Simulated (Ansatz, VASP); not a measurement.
# K2Nb2O: VASP beside Ansatz

File INCAR:

```
SYSTEM = K2Nb2O
PREC = Accurate ; ENCUT = 520
EDIFF = 1E-6 ; ISMEAR = 0
SIGMA = 0.1 ; LREAL = .FALSE.
LASPH = .TRUE. ; NELM = 150
ALGO = Normal ; ISIF = 2
LWAVE = .FALSE. ; LCHARG = .FALSE.
ISPIN = 2 ; MAGMOM = 0 0 0 0 0
LORBIT = 11 ; LMAXMIX = 4
GGA = PE ; NBANDS = 37
```

KPOINTS

```
regular mesh
0
G
  6 6 2
  0 0 0
```

POSCAR

```
K2Nb2O
1.0
    4.5219239100      0.0000000000      0.0000000000
   -2.2609619600      3.9161009800      0.0000000000
    0.0000000000      0.0000000000      7.9565783600
K Nb O
2 2 1
Direct
    0.0000000000      0.0000000000      0.6861934400
    0.0000000000      0.0000000000      0.3138065600
    0.3333333300      0.6666666700      0.0000000000
    0.6666666700      0.3333333300      0.0000000000
    0.0000000000      0.0000000000      0.0000000000
```

Input for Ansatz:

```yaml
crystal:
  lattice:
    - [4.52192391, 0.0, 0.0]
    - [-2.26096196, 3.91610098, 0.0]
    - [0.0, 0.0, 7.95657836]
  atoms:
    - { symbol: K, position: [0.0, 0.0, 0.68619344] }
    - { symbol: K, position: [0.0, 0.0, 0.31380656] }
    - { symbol: Nb, position: [0.33333333, 0.66666667, 0.0] }
    - { symbol: Nb, position: [0.66666667, 0.33333333, 0.0] }
    - { symbol: O, position: [0.0, 0.0, 0.0] }
basis:
  ecutwfc: 420
kpoints:
  mp_grid: { grid: [6, 6, 2] }
hamiltonian:
  xc: pbe
scf:
  occupations: { method: gaussian, width: 0.1 }
  lower_state_search: "off"
output:
  forces: true
  stress: true
  eigenvalues: true
  populations: true
magnetization:
  spin_polarized: true
```

Alike in both runs: task single point; functional PBE; k mesh 6 × 6 × 2; occupations gaussian, width 0.1 eV; collinear spin.

|  | VASP | Ansatz |
| --- | --- | --- |
| version | VASP 6.6.1 | Ansatz 0.2.0 |
| potentials or method | VASP PAW PBE potentials, release 64 (K_sv, Nb_sv, O), cutoff 520 eV | scalar-relativistic, plane waves, PAW |
| valence electrons in the cell | 50 | 50 |

VASP gave:

```
gap on the k mesh at the Fermi level (eV)                     : none
pressure (GPa)                                                : -1.0
traceless stress, the component that is largest in VASP (GPa) : 5.31
rms of the force components (eV/Å)                            : 0.058
net moment per atom (μB)                                      : 0.00
```

Problem. Estimate Ansatz's values.

Solution. gap on the k mesh at the Fermi level (eV): none; pressure (GPa): -1.0; traceless stress, the component that is largest in VASP (GPa): 5.20; rms of the force components (eV/Å): 0.066; net moment per atom (μB): 0.00.

Atom by atom the forces differ by 0.007 eV/Å (rms over components). A gap of «none» marks a metal or a gap that the smearing closes. Ansatz's warnings: no starting moments, stability check not made.

The k mesh is coarse, so the values compare programs but aren't converged.
